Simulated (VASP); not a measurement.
# W (Im-3m) in VASP: further runs

The runs below take W through single point, relaxation of cell and atoms, with PBE.

Program: VASP 6.6.1. These are calculated values, not measurements. Logs are shortened: lines on timing, memory, paths and dates and some standing lists are left out, and cuts for length are marked.

## Step 1: The cell of the first run

Symmetry: Im-3m, No. 229, cubic system. The conventional cell has a = 3.185 Å, b = 3.185 Å, c = 3.185 Å, α = 90.00°, β = 90.00°, γ = 90.00°. Within 3.6 Å of W (site symmetry m-3m) lie 14 W at 2.76 to 3.18 Å.

## Step 2: Single point, PBE

The input, INCAR:

```
PREC = Accurate ; ENCUT = 520
EDIFF = 1E-6 ; ISMEAR = -1
SIGMA = 0.1 ; LREAL = False
LASPH = True ; NELM = 100
ALGO = Normal ; ISIF = 2
LWAVE = False ; LCHARG = False
GGA = PE ; NBANDS = 13
```

The input, KPOINTS:

```
regular mesh
0
Gamma
  10 10 10
```

The input, POSCAR:

```
W
1.0
    1.5923509488      1.5923509488      1.5923509488
   -1.5923509488      1.5923509488      1.5923509488
   -1.5923509488     -1.5923509488      1.5923509488
W
1
Direct
    0.0000000000      0.0000000000      0.0000000000
```

Potentials or basis: VASP PAW PBE potentials, release 64 (W_sv).

Command:

```console
$ cat potpaw_PBE.64/W_sv/POTCAR > POTCAR
$ mpirun -np 1 vasp_std > vasp.out
```

OUTCAR:

```text
PREC = Accurate
   ENCUT = 520
   EDIFF = 1E-6
   ISMEAR = -1
   LREAL = False
   LASPH = True
   NELM = 100
   ISIF = 2
   GGA = PE

 ion  position               nearest neighbor table
   1  0.000  0.000  0.000-

  LATTYP: Found a body centered cubic cell.
 ALAT       =     3.1847018976

  Lattice vectors:

 A1 = (   1.5923509488,  -1.5923509488,  -1.5923509488)
 A2 = (   1.5923509488,   1.5923509488,   1.5923509488)
 A3 = (  -1.5923509488,  -1.5923509488,   1.5923509488)

Analysis of symmetry for initial positions (statically):
=====================================================================
 Subroutine PRICEL returns:
 Original cell was already a primitive cell.

 Routine SETGRP: Setting up the symmetry group for a
 body centered cubic supercell.

 Subroutine GETGRP returns: Found 48 space group operations
 (whereof 48 operations were pure point group operations)
 out of a pool of 48 trial point group operations.

The static configuration has the point symmetry O_h .

Analysis of symmetry for dynamics (positions and initial velocities):
=====================================================================
 Subroutine PRICEL returns:
 Original cell was already a primitive cell.

 Routine SETGRP: Setting up the symmetry group for a
 body centered cubic supercell.

 Subroutine GETGRP returns: Found 48 space group operations
 (whereof 48 operations were pure point group operations)
 out of a pool of 48 trial point group operations.

The dynamic configuration has the point symmetry O_h .

 Subroutine INISYM returns: Found 48 space group operations
 (whereof 48 operations are pure point group operations),
 and found     1 'primitive' translations

----------------------------------------------------------------------------------------

                                     Primitive cell

  volume of cell :      16.1501

  direct lattice vectors                    reciprocal lattice vectors
     1.592350949  1.592350949  1.592350949     0.314001132  0.000000000  0.314001132
    -1.592350949  1.592350949  1.592350949    -0.314001132  0.314001132  0.000000000
    -1.592350949 -1.592350949  1.592350949     0.000000000 -0.314001132  0.314001132

  length of vectors
     2.758032747  2.758032747  2.758032747     0.444064659  0.444064659  0.444064659

  position of ions in fractional coordinates (direct lattice)
     0.000000000  0.000000000  0.000000000

  ion indices of the primitive-cell ions
   primitive index   ion index
                 1           1

----------------------------------------------------------------------------------------

 KPOINTS: regular mesh

Automatic generation of k-mesh.
 Grid dimensions read from file:
 generate k-points for:   10   10   10

 Generating k-lattice:

  Cartesian coordinates                     Fractional coordinates (reciprocal lattice)
     0.031400113  0.000000000  0.031400113     0.100000000  0.000000000  0.000000000
    -0.031400113  0.031400113  0.000000000     0.000000000  0.100000000  0.000000000
     0.000000000 -0.031400113  0.031400113     0.000000000  0.000000000  0.100000000

  Length of vectors
     0.044406466  0.044406466  0.044406466

  Shift w.r.t. Gamma in fractional coordinates (k-lattice)
     0.000000000  0.000000000  0.000000000

 Subroutine IBZKPT returns following result:
 ===========================================

 Found     47 irreducible k-points:

 Following reciprocal coordinates:
            Coordinates               Weight
  0.000000  0.000000  0.000000      1.000000
  0.100000  0.000000  0.000000     12.000000
  0.200000  0.000000  0.000000     12.000000
  0.300000  0.000000  0.000000     12.000000
  0.400000  0.000000  0.000000     12.000000
  0.500000  0.000000  0.000000      6.000000
[... 16 lines left out ...]
  0.100000  0.300000  0.100000      8.000000
  0.500000  0.300000  0.100000     24.000000
 [... further k-points ...]
   k-points           NKPTS =     47   k-points in BZ     NKDIM =     47   number of bands    NBANDS=     13
   number of dos      NEDOS =    301   number of ions     NIONS =      1
   total plane-waves  NPLWV =  13824
   dimension x,y,z NGX =    24 NGY =   24 NGZ =   24
   dimension x,y,z NGXF=    48 NGYF=   48 NGZF=   48
   ions per type =               1
   NGX,Y,Z   is equivalent  to a cutoff of  14.47, 14.47, 14.47 a.u.
   NGXF,Y,Z  is equivalent  to a cutoff of  28.93, 28.93, 28.93 a.u.
 SYSTEM =  unknown system
   PREC   = accura    normal or accurate (medium, high low for compatibility)
   ISTART =      0    job   : 0-new  1-cont  2-samecut
   ICHARG =      2    charge: 1-file 2-atom 10-const
   ISPIN  =      1    spin polarized calculation?
   LNONCOLLINEAR =      F non collinear calculations
   LSORBIT =      F    spin-orbit coupling
   LASPH  =      T    aspherical Exc in radial PAW
   ENCUT  =  520.0 eV  38.22 Ry    6.18 a.u.   5.13  5.13  5.13*2*pi/ulx,y,z
   NELM   =    100;   NELMIN=  2; NELMDL= -5     # of ELM steps
   EDIFF  = 0.1E-05   stopping-criterion for ELM
   LREAL  =      F    real-space projection
   EDIFFG = 0.1E-04   stopping-criterion for IOM
   NSW    =      0    number of steps for IOM
   IBRION =     -1    ionic relax: 0-MD 1-quasi-New 2-CG
   NFREE  =      0    steps in history (QN), initial steepest desc. (CG)
   ISIF   =      2    stress and relaxation
   ISYM   =      2    0-nonsym 1-usesym 2-fastsym
   POTIM  = 0.5000    time-step for ionic-motion
   TEBEG  =    0.0;   TEEND  =   0.0 temperature during run
   PSTRESS=    0.0 pullay stress
   NELECT =      14.0000    total number of electrons
   NUPDOWN=      -1.0000    fix difference up-down
   EMIN   =  10.00;   EMAX   =-10.00  energy-range for DOS
   EFERMI =   0.00;   METHOD = LEGACY
   ISMEAR =    -1;   SIGMA  =   0.10  broadening in eV -4-tet -1-fermi 0-gaus
   EFERMI_NEDOS =   21; number of points for ismear=-14 and -15
   IALGO  =     38    algorithm
   IMIX   =      4    mixing-type and parameters
     AMIX     =   0.40;   BMIX     =  1.00
     AMIX_MAG =   1.60;   BMIX_MAG =  1.00
  volume/ion in A,a.u.               =      16.15       108.99
  Fermi-wavevector in a.u.,A,eV,Ry     =   1.560961  2.949789 33.151946  2.436599
  Thomas-Fermi vector in A             =   2.664096
   LORBIT       =      0    0 simple, 1 ext, 2 COOP (PROOUT), +10 PAW based schemes
   GGA     = PE    functional components
[... 5 lines left out ...]
 non-spin polarized calculation
  energy-cutoff  :      520.00
  volume of cell :       16.15
 maximum number of plane-waves:       466
 NGX is ok and might be reduce to    24
   NGX = 11   NGY = 11   NGZ = 11

 number of electron      14.0000002 magnetization

 Free energy of the ion-electron system (eV)
  ---------------------------------------------------
  ext. energy  EPLUGINS =         0.00000000
  ---------------------------------------------------
  free energy    TOTEN  =       -12.95734654 eV

  energy without entropy =      -12.93936070  energy(sigma->0) =      -12.94835362

 E-fermi :  11.2838     XC(G=0): -13.5374

 val. band max:       11.2339589212   @ k =   0.5000   0.2000   0.2000
 cond. band min:      11.3882839997   @ k =   0.2000   0.1000   0.0000
 fundamental gap:      0.1543250785
 Fermi energy:        11.2838300695

 k-point     1 :       0.0000    0.0000    0.0000
  band No.  band energies     occupation
      1     -63.0453      2.00000
      2     -26.6331      2.00000
      3     -26.6331      2.00000
      4     -26.6331      2.00000
      5       1.6421      2.00000
      6       9.9700      2.00000
      7       9.9700      2.00000
      8       9.9700      2.00000
      9      13.3877      0.00000
     10      13.3877      0.00000
     11      25.6511      0.00000
     12      25.6511      0.00000
     13      25.6511      0.00000

 k-point     2 :       0.1000    0.0000    0.0000
  band No.  band energies     occupation
      1     -63.0336      2.00000
      2     -26.7571      2.00000
      3     -26.6720      2.00000
      4     -26.6336      2.00000
      5       2.1074      2.00000
      6       9.6944      2.00000
      7       9.8899      2.00000
      8      10.4235      1.99963
      9      12.9997      0.00000
     10      13.3949      0.00000
     11      26.0188      0.00000
     12      26.4455      0.00000
     13      26.7092      0.00000

 k-point     3 :       0.2000    0.0000    0.0000
  band No.  band energies     occupation
      1     -63.0029      2.00000
      2     -27.0725      2.00000
      3     -26.7728      2.00000
      4     -26.6351      2.00000
      5       3.3216      2.00000
      6       9.0477      2.00000
      7       9.5206      2.00000
      8      11.7343      0.02186
      9      12.6767      0.00000
     10      13.4752      0.00000
     11      26.3202      0.00000
     12      28.0822      0.00000
     13      28.6291      0.00000

 k-point     4 :       0.3000    0.0000    0.0000
  band No.  band energies     occupation
      1     -62.9648      2.00000
      2     -27.4454      2.00000
      3     -26.8949      2.00000
      4     -26.6370      2.00000
      5       4.5969      2.00000
      6       8.3588      2.00000
      7       9.4368      2.00000
      8      12.9765      0.00000
      9      13.7111      0.00000
     10      13.7302      0.00000
     11      24.9832      0.00000
     12      26.1135      0.00000
     13      31.7928      0.00000

 k-point     5 :       0.4000    0.0000    0.0000
  band No.  band energies     occupation
      1     -62.9338      2.00000
      2     -27.7350      2.00000
      3     -26.9918      2.00000
      4     -26.6386      2.00000
      5       5.0262      2.00000
      6       7.8664      2.00000
      7      10.6489      1.99651
      8      13.3398      0.00000
      9      14.0476      0.00000
     10      15.9613      0.00000
     11      23.2666      0.00000
     12      23.3062      0.00000
     13      29.4994      0.00000

 k-point     6 :       0.5000    0.0000    0.0000
  band No.  band energies     occupation
      1     -62.9219      2.00000
      2     -27.8429      2.00000
      3     -27.0284      2.00000
      4     -26.6393      2.00000
      5       5.0174      2.00000
      6       7.6905      2.00000
      7      11.7905      0.01252
      8      13.2692      0.00000
      9      14.2253      0.00000
     10      17.1508      0.00000
     11      21.9510      0.00000
     12      22.6154      0.00000
     13      27.7475      0.00000

 k-point     7 :       0.2000    0.1000    0.0000
  band No.  band energies     occupation
      1     -63.0124      2.00000
      2     -26.9742      2.00000
      3     -26.7157      2.00000
      4     -26.6633      2.00000
      5       2.9619      2.00000
      6       9.3525      2.00000
      7       9.4732      2.00000
      8      11.3883      0.52055
      9      12.5294      0.00001
     10      13.5691      0.00000
     11      26.6667      0.00000
     12      27.5126      0.00000
     13      28.0365      0.00000
[... 193 lines left out ...]
 k-point    20 :       0.3000    0.2000    0.1000
  band No.  band energies     occupation
      1     -62.9594      2.00000
      2     -27.3108      2.00000
      3     -26.9334      2.00000
      4     -26.7938      2.00000
      5       5.0031      2.00000
      6       8.8750      2.00000
      7       9.4504      2.00000
      8      11.2146      1.33291
      9      12.9612      0.00000
     10      14.4792      0.00000
     11      25.4252      0.00000
     12      28.5869      0.00000
     13      30.5709      0.00000

 k-point    21 :       0.4000    0.2000    0.1000
  band No.  band energies     occupation
      1     -62.9264      2.00000
      2     -27.5655      2.00000
      3     -27.0748      2.00000
      4     -26.8042      2.00000
      5       5.9703      2.00000
      6       8.3075      2.00000
      7       9.2628      2.00000
      8      11.9040      0.00404
      9      14.2370      0.00000
     10      15.5961      0.00000
     11      23.7577      0.00000
     12      27.2171      0.00000
     13      29.2787      0.00000

 k-point    22 :       0.5000    0.2000    0.1000
  band No.  band energies     occupation
      1     -62.9060      2.00000
      2     -27.7219      2.00000
      3     -27.1645      2.00000
      4     -26.8034      2.00000
      5       6.0718      2.00000
      6       8.4535      2.00000
      7       9.2615      2.00000
      8      12.1313      0.00042
      9      15.2240      0.00000
     10      17.8323      0.00000
     11      21.6784      0.00000
     12      25.4819      0.00000
     13      27.3692      0.00000

 k-point    23 :       0.1000    0.3000    0.1000
  band No.  band energies     occupation
      1     -62.9867      2.00000
      2     -27.2481      2.00000
      3     -26.7264      2.00000
      4     -26.7264      2.00000
      5       4.0816      2.00000
      6       8.7386      2.00000
      7       8.7386      2.00000
      8      13.1714      0.00000
      9      13.2164      0.00000
     10      13.2164      0.00000
     11      27.3982      0.00000
     12      27.7173      0.00000
     13      27.7173      0.00000

 k-point    24 :       0.5000    0.3000    0.1000
  band No.  band energies     occupation
      1     -62.9033      2.00000
      2     -27.6249      2.00000
      3     -27.2694      2.00000
      4     -26.8296      2.00000
      5       6.8559      2.00000
      6       7.7337      2.00000
      7       9.1143      2.00000
      8      12.5677      0.00001
      9      14.2052      0.00000
     10      18.3263      0.00000
     11      21.8261      0.00000
     12      25.6305      0.00000
     13      28.6876      0.00000

 [... further k-points ...]
[... 5 lines left out ...]
  --------------------------------------------------------------------------------------
  -------------------------------------------------------------------------------------
  Total        0.0471300      0.0471300      0.0471300      0.0000000      0.0000000      0.0000000
  in kB        4.6755359      4.6755359      4.6755359      0.0000000      0.0000000      0.0000000
  external PRESSURE =       4.6755359 kB  Pullay stress =       0.0000000 kB

 VOLUME and BASIS-vectors are now :
 -----------------------------------------------------------------------------
  energy-cutoff  :      520.00
  volume of cell :       16.15
      direct lattice vectors                 reciprocal lattice vectors
     1.592350949  1.592350949  1.592350949     0.314001132  0.000000000  0.314001132
    -1.592350949  1.592350949  1.592350949    -0.314001132  0.314001132  0.000000000
    -1.592350949 -1.592350949  1.592350949     0.000000000 -0.314001132  0.314001132

 POSITION                                       TOTAL-FORCE (eV/Angst)
 -----------------------------------------------------------------------------------
      0.00000      0.00000      0.00000        -0.000000     -0.000000     -0.000000
 -----------------------------------------------------------------------------------
    total drift:                                0.000000      0.000000      0.000000

  FREE ENERGIE OF THE ION-ELECTRON SYSTEM (eV)
  ---------------------------------------------------
  free  energy   TOTEN  =       -12.9573465407 eV

  energy  without entropy=      -12.9393607010  energy(sigma->0) =      -12.94835362
```

Wall time 3.4 s (1 thread of Intel Xeon 6975P-C (Granite Rapids), shared host); peak memory 0.14 GiB.

Results:

* Free energy: -12.9573 eV
* Pressure: 0.5 GPa
* Band gap on the k mesh: zero (band 7 reaches 16.20 eV, above the bottom of band 8 at 9.97 eV)

Levels at points of the mesh, in eV from the Fermi level:
| k point | band 4 | band 5 | band 6 | band 7 | band 8 | band 9 | band 10 | band 11 |
| --- | --- | --- | --- | --- | --- | --- | --- | --- |
| (0.00, 0.00, 0.00) | -37.92 | -9.64 | -1.31 | -1.31 | -1.31 | 2.10 | 2.10 | 14.37 |
| (0.50, 0.00, 0.00) | -37.92 | -6.27 | -3.59 | 0.51 | 1.99 | 2.94 | 5.87 | 10.67 |
| (0.50, 0.50, 0.50) | -38.77 | -5.80 | -5.80 | 4.91 | 4.91 | 4.91 | 7.99 | 7.99 |

Caveat: spin-orbit coupling is left out, which moves the levels of the heavy elements.

(Part 1 of 2 ends here.)
